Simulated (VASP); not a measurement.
Input of a VASP 6.6.1 run:

The input INCAR:

```
PREC     = Accurate       # precision mode
ENCUT    = 520            # plane-wave cutoff, eV
EDIFF    = 1E-7           # SCF threshold, eV
ISMEAR   = 0              # smearing method
SIGMA    = 0.1            # smearing width, eV
LREAL    = False          # projectors in reciprocal space
LASPH    = True           # aspherical terms in the spheres
NELM     = 60             # most SCF steps
ALGO     = Normal         # electronic algorithm
ISIF     = 2              # what is computed and relaxed
LWAVE    = False          # write WAVECAR
LCHARG   = False          # write CHGCAR
NBANDS   = 21             # bands
```

File KPOINTS:

```
regular mesh
0
Gamma
  9 9 6
```

The input POSCAR:

```
Ru
1.0
    2.6729789960      0.0000000000      0.0000000000
   -1.3364894980      2.3148677143      0.0000000000
    0.0000000000      0.0000000000      4.2281491570
Ru
2
Direct
    0.3333333333      0.6666666667      0.2500000000
    0.6666666667      0.3333333333      0.7500000000
```

Potentials or basis: VASP PAW LDA potentials, release 64 (Ru_pv).

The run is started by

```console
$ cat potpaw_LDA.64/Ru_pv/POTCAR > POTCAR
$ mpirun -np 1 vasp_std > vasp.out
```

Problem. What does it give for the band gap on the k mesh?

Solution. Zero (band 14 reaches 14.95 eV, above the bottom of band 15 at 11.70 eV).

Problem. What does it give for the pressure?

Solution. 0.9 GPa.

Stress tensor (GPa, compression positive):
```
0.91 0.00 0.00
0.00 0.91 0.00
0.00 0.00 1.02
```
